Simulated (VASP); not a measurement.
# V (Im-3m) in VASP: notebook

Runs on V. Level: PBEsol. Tasks: single point, relaxation of cell and atoms.

Program: VASP 6.6.1. These are calculated values, not measurements. Logs are shortened: lines on timing, memory, paths and dates and some standing lists are left out, and cuts for length are marked.

## 1. The cell of the first run

Symmetry: Im-3m, No. 229, cubic system. Conventional cell: a = 2.966 Å, b = 2.966 Å, c = 2.966 Å, α = 90.00°, β = 90.00°, γ = 90.00°. V (site symmetry m-3m) has 14 V at 2.57 to 2.97 Å within 3.4 Å.

## 2. Single point, PBEsol

INCAR reads:

```
ALGO     = Normal         # electronic algorithm
EDIFF    = 1E-6           # SCF threshold, eV
ENCUT    = 520            # plane-wave cutoff, eV
GGA      = PS             # functional
ISIF     = 2              # what is computed and relaxed
ISMEAR   = 0              # smearing method
LASPH    = T              # aspherical terms in the spheres
LCHARG   = F              # write CHGCAR
LREAL    = F              # projectors in reciprocal space
LWAVE    = F              # write WAVECAR
NBANDS   = 12             # bands
NELM     = 100            # most SCF steps
PREC     = Accurate       # precision mode
SIGMA    = 0.1            # smearing width, eV
```

KPOINTS reads:

```
k-points
0
Gamma
  10 10 10
```

POSCAR reads:

```
V
1.0
   -1.4830381138      1.4830381138      1.4830381138
    1.4830381138     -1.4830381138      1.4830381138
    1.4830381138      1.4830381138     -1.4830381138
V
1
Direct
    0.0000000000      0.0000000000      0.0000000000
```

Potentials or basis: VASP PAW PBE potentials, release 64 (V_sv).

Run with:

```bash
$ cat potpaw_PBE.64/V_sv/POTCAR > POTCAR
$ mpirun -np 1 vasp_std > vasp.out
```

OUTCAR:

```text
EDIFF = 1E-6
   ENCUT = 520
   GGA = PS
   ISIF = 2
   ISMEAR = 0
   LASPH = T
   LREAL = F
   NELM = 100
   PREC = Accurate

 ion  position               nearest neighbor table
   1  0.000  0.000  0.000-

  LATTYP: Found a body centered cubic cell.
 ALAT       =     2.9660762276

  Lattice vectors:

 A1 = (  -1.4830381138,   1.4830381138,   1.4830381138)
 A2 = (   1.4830381138,  -1.4830381138,   1.4830381138)
 A3 = (   1.4830381138,   1.4830381138,  -1.4830381138)

Analysis of symmetry for initial positions (statically):
=====================================================================
 Subroutine PRICEL returns:
 Original cell was already a primitive cell.

 Routine SETGRP: Setting up the symmetry group for a
 body centered cubic supercell.

 Subroutine GETGRP returns: Found 48 space group operations
 (whereof 48 operations were pure point group operations)
 out of a pool of 48 trial point group operations.

The static configuration has the point symmetry O_h .

Analysis of symmetry for dynamics (positions and initial velocities):
=====================================================================
 Subroutine PRICEL returns:
 Original cell was already a primitive cell.

 Routine SETGRP: Setting up the symmetry group for a
 body centered cubic supercell.

 Subroutine GETGRP returns: Found 48 space group operations
 (whereof 48 operations were pure point group operations)
 out of a pool of 48 trial point group operations.

The dynamic configuration has the point symmetry O_h .

 Subroutine INISYM returns: Found 48 space group operations
 (whereof 48 operations are pure point group operations),
 and found     1 'primitive' translations

----------------------------------------------------------------------------------------

                                     Primitive cell

  volume of cell :      13.0472

  direct lattice vectors                    reciprocal lattice vectors
    -1.483038114  1.483038114  1.483038114     0.000000000  0.337145752  0.337145752
     1.483038114 -1.483038114  1.483038114     0.337145752  0.000000000  0.337145752
     1.483038114  1.483038114 -1.483038114     0.337145752  0.337145752  0.000000000

  length of vectors
     2.568697363  2.568697363  2.568697363     0.476796095  0.476796095  0.476796095

  position of ions in fractional coordinates (direct lattice)
     0.000000000  0.000000000  0.000000000

  ion indices of the primitive-cell ions
   primitive index   ion index
                 1           1

----------------------------------------------------------------------------------------

 KPOINTS: k-points

Automatic generation of k-mesh.
 Grid dimensions read from file:
 generate k-points for:   10   10   10

 Generating k-lattice:

  Cartesian coordinates                     Fractional coordinates (reciprocal lattice)
     0.000000000  0.033714575  0.033714575     0.100000000  0.000000000  0.000000000
     0.033714575  0.000000000  0.033714575     0.000000000  0.100000000  0.000000000
     0.033714575  0.033714575  0.000000000     0.000000000  0.000000000  0.100000000

  Length of vectors
     0.047679609  0.047679609  0.047679609

  Shift w.r.t. Gamma in fractional coordinates (k-lattice)
     0.000000000  0.000000000  0.000000000

 Subroutine IBZKPT returns following result:
 ===========================================

 Found     47 irreducible k-points:

 Following reciprocal coordinates:
            Coordinates               Weight
  0.000000  0.000000  0.000000      1.000000
  0.100000  0.000000  0.000000     12.000000
  0.200000  0.000000  0.000000     12.000000
  0.300000  0.000000  0.000000     12.000000
  0.400000  0.000000  0.000000     12.000000
  0.500000  0.000000  0.000000      6.000000
[... 16 lines left out ...]
  0.300000  0.300000  0.100000      8.000000
 -0.300000  0.300000  0.100000     24.000000
 [... further k-points ...]
   k-points           NKPTS =     47   k-points in BZ     NKDIM =     47   number of bands    NBANDS=     12
   number of dos      NEDOS =    301   number of ions     NIONS =      1
   total plane-waves  NPLWV =   8000
   dimension x,y,z NGX =    20 NGY =   20 NGZ =   20
   dimension x,y,z NGXF=    40 NGYF=   40 NGZF=   40
   ions per type =               1
   NGX,Y,Z   is equivalent  to a cutoff of  12.94, 12.94, 12.94 a.u.
   NGXF,Y,Z  is equivalent  to a cutoff of  25.89, 25.89, 25.89 a.u.
 SYSTEM =  unknown system
   PREC   = accura    normal or accurate (medium, high low for compatibility)
   ISTART =      0    job   : 0-new  1-cont  2-samecut
   ICHARG =      2    charge: 1-file 2-atom 10-const
   ISPIN  =      1    spin polarized calculation?
   LNONCOLLINEAR =      F non collinear calculations
   LSORBIT =      F    spin-orbit coupling
   LASPH  =      T    aspherical Exc in radial PAW
   ENCUT  =  520.0 eV  38.22 Ry    6.18 a.u.   4.78  4.78  4.78*2*pi/ulx,y,z
   NELM   =    100;   NELMIN=  2; NELMDL= -5     # of ELM steps
   EDIFF  = 0.1E-05   stopping-criterion for ELM
   LREAL  =      F    real-space projection
   EDIFFG = 0.1E-04   stopping-criterion for IOM
   NSW    =      0    number of steps for IOM
   IBRION =     -1    ionic relax: 0-MD 1-quasi-New 2-CG
   NFREE  =      0    steps in history (QN), initial steepest desc. (CG)
   ISIF   =      2    stress and relaxation
   ISYM   =      2    0-nonsym 1-usesym 2-fastsym
   POTIM  = 0.5000    time-step for ionic-motion
   TEBEG  =    0.0;   TEEND  =   0.0 temperature during run
   PSTRESS=    0.0 pullay stress
   NELECT =      13.0000    total number of electrons
   NUPDOWN=      -1.0000    fix difference up-down
   EMIN   =  10.00;   EMAX   =-10.00  energy-range for DOS
   EFERMI =   0.00;   METHOD = LEGACY
   ISMEAR =     0;   SIGMA  =   0.10  broadening in eV -4-tet -1-fermi 0-gaus
   EFERMI_NEDOS =   21; number of points for ismear=-14 and -15
   IALGO  =     38    algorithm
   IMIX   =      4    mixing-type and parameters
     AMIX     =   0.40;   BMIX     =  1.00
     AMIX_MAG =   1.60;   BMIX_MAG =  1.00
  volume/ion in A,a.u.               =      13.05        88.05
  Fermi-wavevector in a.u.,A,eV,Ry     =   1.635123  3.089934 36.376886  2.673626
  Thomas-Fermi vector in A             =   2.726648
   LORBIT       =      0    0 simple, 1 ext, 2 COOP (PROOUT), +10 PAW based schemes
   GGA     = PS    functional components
   LHFCALC =     F    Hartree Fock is set to
   AEXX    =    0.0000 exact exchange contribution
   IVDW    =     0    specifies the selected vdW correction
   LEPSILON=     F    determine dielectric tensor
   LRPA    =     F    only Hartree local field effects (RPA)
 non-spin polarized calculation
 Gauss-broadening in eV      SIGMA  =   0.10
  energy-cutoff  :      520.00
  volume of cell :       13.05
 maximum number of plane-waves:       370
   NGX =  9   NGY =  9   NGZ =  9

 number of electron      12.9999999 magnetization

 Free energy of the ion-electron system (eV)
  ---------------------------------------------------
  ext. energy  EPLUGINS =         0.00000000
  ---------------------------------------------------
  free energy    TOTEN  =        -9.63433890 eV

  energy without entropy =       -9.62426788  energy(sigma->0) =       -9.62930339

 E-fermi :   9.9544     XC(G=0): -13.2397

 val. band max:        9.9450508512   @ k =   0.1000   0.1000   0.0000
 cond. band min:       9.9931392199   @ k =  -0.2000   0.3000   0.1000
 fundamental gap:      0.0480883687
 Fermi energy:         9.9543878474

 k-point     1 :       0.0000    0.0000    0.0000
  band No.  band energies     occupation
      1     -53.5235      2.00000
      2     -26.8677      2.00000
      3     -26.8677      2.00000
      4     -26.8677      2.00000
      5       3.2973      2.00000
      6      10.3485      0.00000
      7      10.3485      0.00000
      8      10.3485      0.00000
      9      12.4330      0.00000
     10      12.4330      0.00000
     11      30.7034      0.00000
     12      30.7034      0.00000

 k-point     2 :       0.1000    0.0000    0.0000
  band No.  band energies     occupation
      1     -53.5021      2.00000
      2     -26.9680      2.00000
      3     -26.8981      2.00000
      4     -26.8685      2.00000
      5       3.7085      2.00000
      6      10.1730      0.00199
      7      10.3006      0.00000
      8      10.6472      0.00000
      9      12.2479      0.00000
     10      12.4457      0.00000
     11      30.0380      0.00000
     12      30.6091      0.00000

 k-point     3 :       0.2000    0.0000    0.0000
  band No.  band energies     occupation
      1     -53.4456      2.00000
      2     -27.2259      2.00000
      3     -26.9770      2.00000
      4     -26.8706      2.00000
      5       4.8123      2.00000
      6       9.7387      1.99772
      7      10.0501      0.17583
      8      11.4816      0.00000
      9      12.0596      0.00000
     10      12.5006      0.00000
     11      27.9615      0.00000
     12      29.6641      0.00000

 k-point     4 :       0.3000    0.0000    0.0000
  band No.  band energies     occupation
      1     -53.3752      2.00000
      2     -27.5359      2.00000
      3     -27.0734      2.00000
      4     -26.8732      2.00000
      5       6.0857      2.00000
      6       9.2450      2.00000
      7       9.9334      1.23286
      8      12.1967      0.00000
      9      12.6152      0.00000
     10      12.6495      0.00000
     11      24.8906      0.00000
     12      27.9746      0.00000

 k-point     5 :       0.4000    0.0000    0.0000
  band No.  band energies     occupation
      1     -53.3176      2.00000
      2     -27.7804      2.00000
      3     -27.1503      2.00000
      4     -26.8755      2.00000
      5       6.6254      2.00000
      6       8.8745      2.00000
      7      10.8452      0.00000
      8      12.4133      0.00000
      9      12.7507      0.00000
     10      13.7574      0.00000
     11      21.9135      0.00000
     12      26.6018      0.00000
[... 228 lines left out ...]
      1     -53.2853      2.00000
      2     -27.6634      2.00000
      3     -27.3132      2.00000
      4     -27.0502      2.00000
      5       7.9907      2.00000
      6       8.6425      2.00000
      7       9.5339      2.00000
      8      12.6619      0.00000
      9      12.8576      0.00000
     10      17.1916      0.00000
     11      20.9463      0.00000
     12      23.0838      0.00000

 k-point    22 :      -0.2000    0.2000    0.1000
  band No.  band energies     occupation
      1     -53.4265      2.00000
      2     -27.2277      2.00000
      3     -27.0095      2.00000
      4     -26.9465      2.00000
      5       5.1647      2.00000
      6      10.0051      0.47366
      7      10.1230      0.01712
      8      11.3774      0.00000
      9      11.3956      0.00000
     10      12.8634      0.00000
     11      28.0230      0.00000
     12      29.8009      0.00000

 k-point    23 :       0.3000    0.3000    0.1000
  band No.  band energies     occupation
      1     -53.2767      2.00000
      2     -27.5014      2.00000
      3     -27.5014      2.00000
      4     -27.0804      2.00000
      5       8.2248      2.00000
      6       9.0328      2.00000
      7       9.0328      2.00000
      8      12.8011      0.00000
      9      12.8011      0.00000
     10      19.5027      0.00000
     11      19.5027      0.00000
     12      21.4302      0.00000

 k-point    24 :      -0.3000    0.3000    0.1000
  band No.  band energies     occupation
      1     -53.3581      2.00000
      2     -27.5215      2.00000
      3     -27.1077      2.00000
      4     -26.9456      2.00000
      5       6.3957      2.00000
      6       9.5517      2.00000
      7       9.7133      1.99935
      8      11.6704      0.00000
      9      12.5732      0.00000
     10      13.0702      0.00000
     11      25.1153      0.00000
     12      28.0227      0.00000

 [... further k-points ...]

------------------------ aborting loop because EDIFF is reached ----------------------------------------

  FORCE on cell =-STRESS in cart. coord.  units (eV):
  Direction    XX          YY          ZZ          XY          YZ          ZX
  --------------------------------------------------------------------------------------
  -------------------------------------------------------------------------------------
  Total       -0.0009263     -0.0009263     -0.0009263     -0.0000000     -0.0000000      0.0000000
  in kB       -0.1137480     -0.1137480     -0.1137480     -0.0000000     -0.0000000      0.0000000
  external PRESSURE =      -0.1137480 kB  Pullay stress =       0.0000000 kB

 VOLUME and BASIS-vectors are now :
 -----------------------------------------------------------------------------
  energy-cutoff  :      520.00
  volume of cell :       13.05
      direct lattice vectors                 reciprocal lattice vectors
    -1.483038114  1.483038114  1.483038114     0.000000000  0.337145752  0.337145752
     1.483038114 -1.483038114  1.483038114     0.337145752  0.000000000  0.337145752
     1.483038114  1.483038114 -1.483038114     0.337145752  0.337145752  0.000000000

 POSITION                                       TOTAL-FORCE (eV/Angst)
 -----------------------------------------------------------------------------------
      0.00000      0.00000      0.00000         0.000000      0.000000     -0.000000
 -----------------------------------------------------------------------------------
    total drift:                                0.000000     -0.000000      0.000000

  FREE ENERGIE OF THE ION-ELECTRON SYSTEM (eV)
  ---------------------------------------------------
  free  energy   TOTEN  =        -9.6343389043 eV

  energy  without entropy=       -9.6242678839  energy(sigma->0) =       -9.62930339
```

It took 3 s on 1 thread of Intel Xeon 6975P-C (Granite Rapids), shared host; peak memory 0.12 GiB.

What came out:

```
Free energy : -9.6343 eV
Pressure    : 0.0 GPa
```

Caveat: the PAW data sets were made with another functional, which shifts forces and pressure a little.

## 3. Relaxation of cell and atoms, PBEsol

This run uses another cell than the first one, of 13.89 Å³/atom, 1.065 times its volume.

INCAR reads:

```
ALGO = Normal
EDIFF = 1E-6
EDIFFG = -0.05
ENCUT = 600
GGA = PS
IBRION = 2
ISIF = 3
ISMEAR = 0
LASPH = True
LCHARG = False
LREAL = False
LWAVE = False
NELM = 80
NSW = 100
PREC = Accurate
SIGMA = 0.1
```

KPOINTS is that of step 2.

POSCAR reads:

```
V
1.0
   -1.5143500000      1.5143500000      1.5143500000
    1.5143500000     -1.5143500000      1.5143500000
    1.5143500000      1.5143500000     -1.5143500000
V
1
Direct
    0.0000000000      0.0000000000      0.0000000000
```

Potentials or basis: VASP PAW PBE potentials, release 64 (V_sv).

Run with:

```bash
$ cat potpaw_PBE.64/V_sv/POTCAR > POTCAR
$ mpirun -np 1 vasp_std > vasp.out
```

It took 6.6 s on 1 thread of Intel Xeon 6975P-C (Granite Rapids), shared host; peak memory 0.15 GiB.

Results (log left out):

- Free energy: -9.6352 eV
- Relaxed volume: 13.06 Å³/atom
- Relaxed cell: a = 2.569 Å, b = 2.569 Å, c = 2.569 Å, α = 109.47°, β = 109.47°, γ = 109.47°
- Space group after relaxing (to 0.05 Å): Im-3m (No. 229)
- Energy gained by relaxing: 31.4 meV/atom
- Ionic steps: 3
- Pressure after relaxing: -0.3 GPa

Step by step:
| step | energy change (eV) | largest force (eV/Å) | pressure (GPa) | volume (Å³) |
| --- | --- | --- | --- | --- |
| 1 | 0.0000 | 0.0000 | -11.24 | 13.89 |
| 2 | 0.0237 | 0.0000 | 18.34 | 12.02 |
| 3 | -0.0314 | 0.0000 | -0.30 | 13.06 |

Final structure:
```
V
1.0
    -1.48336    1.48336    1.48336
     1.48336   -1.48336    1.48336
     1.48336    1.48336   -1.48336
V
1
Direct
  0.00000 0.00000 0.00000
```

Levels at points of the mesh, in eV from the Fermi level:
```
           k point  band 2  band 3  band 4  band 5  band 6  band 7  band 8  band 9  band 10
(0.00, 0.00, 0.00)  -36.82  -36.82  -36.82   -6.66    0.39    0.39    0.39    2.48     2.48
(0.50, 0.00, 0.00)  -37.83  -37.14  -36.83   -3.30   -1.21    1.77    2.49    2.86     4.28
(0.50, 0.50, 0.50)  -37.51  -37.51  -37.51   -3.16   -3.16    3.87    3.87    3.87    10.48
```

Caveat: the PAW data sets were made with another functional, which shifts forces and pressure a little.

## 4. Single point, PBEsol (volume scaled by 0.88)

INCAR reads:

```
SYSTEM = V
PREC = Accurate ; ENCUT = 520
EDIFF = 1E-6 ; ISMEAR = 0
SIGMA = 0.1 ; LREAL = .False.
LASPH = .True. ; NELM = 100
ALGO = Normal ; ISIF = 2
LWAVE = .False. ; LCHARG = .True.
GGA = PS ; LELF = .True.
LVHAR = .True. ; NBANDS = 12
```

KPOINTS reads:

```
Automatic mesh
0
Gamma
  20 20 20
  0 0 0
```

POSCAR reads:

```
V
1.0
   -1.4177088838      1.4177088838      1.4177088838
    1.4177088838     -1.4177088838      1.4177088838
    1.4177088838      1.4177088838     -1.4177088838
V
1
Direct
    0.0000000000      0.0000000000      0.0000000000
```

Run with:

```bash
$ cat potpaw_PBE.64/V_sv/POTCAR > POTCAR
$ mpirun -np 1 vasp_std > vasp.out
```

It took 9.6 s on 1 thread of Intel Xeon 6975P-C (Granite Rapids), shared host; peak memory 0.14 GiB.

Results (log left out):

```yaml
Free_energy: -9.4953 eV
Pressure: 32.3 GPa
```

Levels at points of the mesh, in eV from the Fermi level:
```csv
k point,band 4,band 5,band 6,band 7,band 8,band 9
"(0.00, 0.00, 0.00)",-36.38,-6.89,0.41,0.41,0.41,2.88
"(0.50, 0.00, 0.00)",-36.40,-3.82,-1.53,2.38,2.94,3.38
"(0.50, 0.50, 0.50)",-37.39,-3.89,-3.89,4.60,4.60,4.60
```

Caveat: the cell differs from its parent crystal (volume scaled by 0.88); the PAW data sets were made with another functional, which shifts forces and pressure a little.

## 5. Summary

| task | cell | k mesh | cutoff (eV) | gap on the mesh (eV) | pressure (GPa) |
| --- | --- | --- | --- | --- | --- |
| single point | a = 2.569 Å, angles 109.5°, 1 atom | 10 × 10 × 10 | 520 | none | 0.0 |
| relaxation of cell and atoms | relaxed from a = 2.623 Å, angles 109.5°, 1 atom | 10 × 10 × 10 | 600 | none | -0.3 |
| single point | a = 2.456 Å, angles 109.5°, 1 atom | 20 × 20 × 20 | 520 | none | 32.3 |

Alike in all rows: level PBEsol; potentials or basis VASP PAW PBE potentials, release 64 (V_sv); no spin polarisation; smearing gaussian 0.1 eV.

Caveats: the PAW data sets were made with another functional, which shifts forces and pressure a little.

Total energies depend on the potentials used, so only differences within one code and one set of settings carry meaning.
